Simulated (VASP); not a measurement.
**GaCu: single point with PBE**

Crystal: GaCu.

```
Ga Cu
1.0
     0.00000    2.54342    2.54342
     2.54342    0.00000    2.54342
     2.54342    2.54342    0.00000
Ga Cu
1 1
Cartesian
  2.5434 2.5434 2.5434
  0.0000 0.0000 0.0000
```

The cell was generated, and may not be a known phase.

```yaml
Program: VASP 6.6.1
Task: single point
Functional: PBE
Potentials_or_basis: VASP PAW PBE potentials, release 64 (Ga_d, Cu)
Cutoff: 520 eV
k_mesh: 18 × 18 × 18
Occupations: gaussian, width 0.1 eV
Spin: no spin polarisation
```

```yaml
Pressure: 0.1 GPa
Band_gap_on_the_k_mesh: zero (bands 12 and 13 overlap by 6.68 eV)
```

Levels at points of the mesh, in eV from the Fermi level:
| k point | band 9 | band 10 | band 11 | band 12 | band 13 | band 14 | band 15 | band 16 |
| --- | --- | --- | --- | --- | --- | --- | --- | --- |
| (0.00, 0.00, 0.00) | -3.12 | -3.04 | -3.04 | 5.22 | 5.22 | 5.22 | 10.13 | 11.12 |
| (0.50, 0.00, 0.00) | -3.52 | -2.86 | -2.86 | -2.32 | 5.98 | 5.98 | 7.16 | 7.16 |
| (0.50, 0.50, 0.00) | -2.91 | -2.76 | -2.76 | -1.56 | 1.04 | 1.04 | 3.09 | 6.54 |

Wall time 100 s on 1 thread of Intel(R) Xeon(R) Platinum 8488C (Sapphire Rapids), on a shared host, peak memory 0.25 GiB.
